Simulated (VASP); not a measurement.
Input of a VASP 6.6.1 run:

Contents of INCAR:

```
PREC = Accurate ; ENCUT = 600
EDIFF = 1E-6 ; ISMEAR = 0
SIGMA = 0.01 ; LREAL = False
LASPH = True ; NELM = 120
ALGO = Normal ; ISIF = 2
LWAVE = False ; LCHARG = False
GGA = CA ; NBANDS = 11
GGA_COMPAT = False
```

Contents of KPOINTS:

```
Automatic mesh
0
Gamma
  10 10 10
```

File POSCAR:

```
AlN
1.0
    0.0000000000      1.9454430971      1.9454430971
    1.9454430971      0.0000000000      1.9454430971
    1.9454430971      1.9454430971      0.0000000000
Al N
1 1
Direct
    0.0000000000      0.0000000000      0.0000000000
    0.5000000000      0.5000000000      0.5000000000
```

Potentials or basis: VASP PAW LDA potentials, release 64 (Al, N).

Run with:

```bash
$ cat potpaw_LDA.64/Al/POTCAR potpaw_LDA.64/N/POTCAR > POTCAR
$ mpirun -np 1 vasp_std > vasp.out
```

Predict the band gap on the k mesh.

4.96 eV, indirect (least direct gap 7.54 eV).

Estimate the pressure.

31.1 GPa.

 A k mesh can miss the band edges.
